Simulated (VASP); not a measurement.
A run of VASP 6.6.1 is set up as follows.

File INCAR:

```
ALGO = Normal
EDIFF = 1E-6
ENCUT = 600
GGA = PE
GGA_COMPAT = F
ISIF = 2
ISMEAR = 0
LASPH = T
LCHARG = F
LREAL = F
LWAVE = F
NBANDS = 31
NELM = 120
PREC = Accurate
SIGMA = 0.1
```

Contents of KPOINTS:

```
k-points
0
Gamma
  6 6 14
```

Contents of POSCAR:

```
CoSi3
1.0
    7.4520848960      0.0000000000      0.0000000000
   -3.7260424480      6.4536948311      0.0000000000
    0.0000000000      0.0000000000      2.6026633917
Co Si
2 6
Direct
    0.3333333333      0.6666666667      0.0000000000
    0.6666666667      0.3333333333      0.0000000000
    0.8138728241      0.1861271759      0.5000000000
    0.8138728241      0.6277456483      0.5000000000
    0.3722543517      0.1861271759      0.5000000000
    0.1861271759      0.8138728241      0.5000000000
    0.1861271759      0.3722543517      0.5000000000
    0.6277456483      0.8138728241      0.5000000000
```

Potentials or basis: VASP PAW PBE potentials, release 64 (Co, Si).

The run is started by

```console
$ cat potpaw_PBE.64/Co/POTCAR potpaw_PBE.64/Si/POTCAR > POTCAR
$ mpirun -np 1 vasp_std > vasp.out
```

Problem. What does it give for the band gap on the k mesh?

Solution. Zero (bands 21 and 22 overlap by 1.83 eV).

Problem. Estimate the pressure.

Solution. -0.1 GPa.

Problem. Predict the largest force.

Solution. 0.004 eV/Å.

Forces on the atoms (eV/Å):
```
Co   0.000  0.000  0.000
Co   0.000  0.000  0.000
Si   0.003 -0.002  0.000
Si   0.000  0.004  0.000
Si  -0.003 -0.002  0.000
Si  -0.003  0.002  0.000
Si   0.000 -0.004  0.000
Si   0.003  0.002  0.000
```

Caveat: the run has no spin polarisation, though such a crystal can be magnetic. Spin polarisation is off, so any magnetic state and its effect on volume and gap are missing.
